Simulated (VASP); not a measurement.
## Ge: single point with r2SCAN

Ge:

```
Ge
1.0
     0.00000    2.83687    2.83687
     2.83687    0.00000    2.83687
     2.83687    2.83687    0.00000
Ge
2
Direct
  0.00000 0.00000 0.00000
  0.25000 0.25000 0.25000
```

```json
{
 "Program": "VASP 6.6.1",
 "Task": "single point",
 "Functional": "r2SCAN",
 "Potentials or basis": "VASP PAW PBE potentials, release 64 (Ge_d)",
 "Cutoff": "520 eV",
 "k mesh": "8 × 8 × 8",
 "Occupations": "fermi-dirac, width 0.02 eV",
 "Spin": "no spin polarisation"
}
```

* Pressure: 0.0 GPa
* Band gap on the k mesh: 0.32 eV, direct

Levels at points of the mesh, in eV from the valence-band top:
| k point | band 11 | band 12 | band 13 | band 14 | band 15 | band 16 | band 17 | band 18 |
| --- | --- | --- | --- | --- | --- | --- | --- | --- |
| (0.00, 0.00, 0.00) | -13.24 | 0.00 | 0.00 | 0.00 | 0.32 | 2.71 | 2.71 | 2.71 |
| (0.50, 0.00, 0.00) | -11.07 | -7.83 | -1.47 | -1.47 | 0.42 | 3.99 | 3.99 | 7.65 |
| (0.50, 0.50, 0.00) | -9.18 | -9.18 | -3.20 | -3.20 | 0.98 | 0.98 | 10.03 | 10.03 |

Wall time 100 s on 1 thread of AMD EPYC 7R43 64-Core Processor (Zen 3), on a shared host, peak memory 0.14 GiB.

Caveat: the PAW data sets were made with another functional, which shifts forces and pressure a little. A k mesh can miss the band edges.
